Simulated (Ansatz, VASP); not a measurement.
CsPbBr3: VASP beside Ansatz

POSCAR

```
CsPbBr3
1.0
    5.9429613195      0.0000000000      0.0000000000
    0.0000000000      5.9429613195      0.0000000000
    0.0000000000      0.0000000000      6.0618205459
Cs Pb Br
1 1 3
Direct
    0.0000000000      0.0000000000      0.0000000000
    0.5000000000      0.5000000000      0.5000000000
    0.5000000000      0.5000000000      0.0000000000
    0.5000000000      0.0000000000      0.5000000000
    0.0000000000      0.5000000000      0.5000000000
```

The input INCAR.step1:

```
PREC = Accurate ; ENCUT = 520
ISMEAR = 0 ; SIGMA = 0.01
LREAL = F ; LASPH = T
NELM = 150 ; MAGMOM = 0 0 0 0 0 0 0 0 0 0 0 0 0 0 0
LSORBIT = T ; GGA_COMPAT = F
NBANDS = 59 ; GGA = PE
ALGO = Normal ; EDIFF = 1E-4
LWAVE = T ; LCHARG = F
KPAR = 4
```

File INCAR.step2:

```
PREC = Accurate ; ENCUT = 520
EDIFF = 1E-6 ; ISMEAR = 0
SIGMA = 0.01 ; LREAL = F
LASPH = T ; NELM = 150
ALGO = Normal ; ISIF = 2
LWAVE = F ; LCHARG = T
MAGMOM = 0 0 0 0 0 0 0 0 0 0 0 0 0 0 0 ; LORBIT = 11
LSORBIT = T ; GGA_COMPAT = F
LORBMOM = T ; METAGGA = R2SCAN
LMIXTAU = T ; LVHAR = T
NBANDS = 59 ; ISTART = 1
KPAR = 4
```

Contents of KPOINTS:

```
regular mesh
0
Gamma
  4 4 4
```

Input for Ansatz:

```yaml
crystal:
  lattice:
    - [5.9429613195, 0.0, 0.0]
    - [0.0, 5.9429613195, 0.0]
    - [0.0, 0.0, 6.0618205459]
  atoms:
    - { symbol: Cs, position: [0.0, 0.0, 0.0] }
    - { symbol: Pb, position: [0.5, 0.5, 0.5] }
    - { symbol: Br, position: [0.5, 0.5, 0.0] }
    - { symbol: Br, position: [0.5, 0.0, 0.5] }
    - { symbol: Br, position: [0.0, 0.5, 0.5] }
kpoints:
  mp_grid: { grid: [4, 4, 4] }
  band_path:
    path: [[0.0, 0.0, 0.0], [0.0, 0.5, 0.0], [0.5, 0.5, 0.0], [0.5, 0.5, 0.5]]
    npoints: 1
hamiltonian:
  xc: r2scan
scf:
  occupations: { method: fixed }
  n_extra_bands: 10
magnetization:
  noncollinear: true
  spin_orbit: true
output:
  forces: true
  stress: true
  eigenvalues: true
  write_density: true
  write_potential: true
  elf: true
  volumetric_format: npy
```

Change from the starting cell: uniaxial_z strain +2.0%.

Alike in both runs: task single point; functional r2SCAN; k mesh 4 × 4 × 4; non-collinear spin, spin-orbit coupling.

|  | VASP | Ansatz |
| --- | --- | --- |
| version | VASP 6.6.1 | Ansatz 0.2.0 |
| potentials or method | VASP PAW PBE potentials, release 64 (Cs_sv, Pb_d, Br) | plane waves, PAW |
| plane-wave cutoff (eV) | 520 | 500 |
| occupations | gaussian, width 0.01 eV | fixed |
| valence electrons in the cell | 44 | 44 |

|  | VASP | Ansatz | Ansatz less VASP |
| --- | --- | --- | --- |
| pressure (GPa) | -0.4 | -0.4 | -0.02 |
| traceless stress, the component that is largest in VASP (GPa) | -0.50 | -0.50 | +0.005 |

VASP's potentials were made for PBE, not for r2SCAN.
